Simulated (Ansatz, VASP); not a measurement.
**Cr in VASP and in Ansatz**

```
CELL_PARAMETERS angstrom
2.71400 0.00000 0.00000
-1.35700 2.35039 0.00000
0.00000 0.00000 4.41000
ATOMIC_POSITIONS crystal
Cr 0.66667 0.33333 0.75000
Cr 0.33333 0.66667 0.25000
```

Alike in both runs: task single point; functional PBE; k mesh 11 × 11 × 6; occupations fermi-dirac, width 0.05 eV; collinear spin.

|  | VASP | Ansatz |
| --- | --- | --- |
| version | VASP 6.6.1 | Ansatz 0.2.0 |
| potentials or method | VASP PAW PBE potentials, release 64 (Cr_pv) | Ansatz PAW |
| plane-wave cutoff (eV) | 520 | 420 |
| valence electrons in the cell | 24 | 28 |

Ansatz gave:

| Item | Value |
| --- | --- |
| gap on the k mesh at the Fermi level (eV) | none |
| pressure (GPa) | -25.5 |
| traceless stress, the component that is largest in VASP (GPa) | 3.12 |
| net moment per atom (μB) | 0.86 |
| size of the moment on the site where the two differ most (μB) | 0.79 |

Problem. Which values does VASP return?

Solution. gap on the k mesh at the Fermi level (eV): none; pressure (GPa): -22.6; traceless stress, the component that is largest in VASP (GPa): 0.27; net moment per atom (μB): 1.00; size of the moment on the site where the two differ most (μB): 1.71.

The net moments are unlike, so the other rows may belong to different states. Site moments also hang on the region over which each program counts them. A gap of «none» marks a metal or a gap that the smearing closes. VASP's potentials hold 24 valence electrons a cell and Ansatz's 28, so a difference there can come from the potentials and not from the codes.
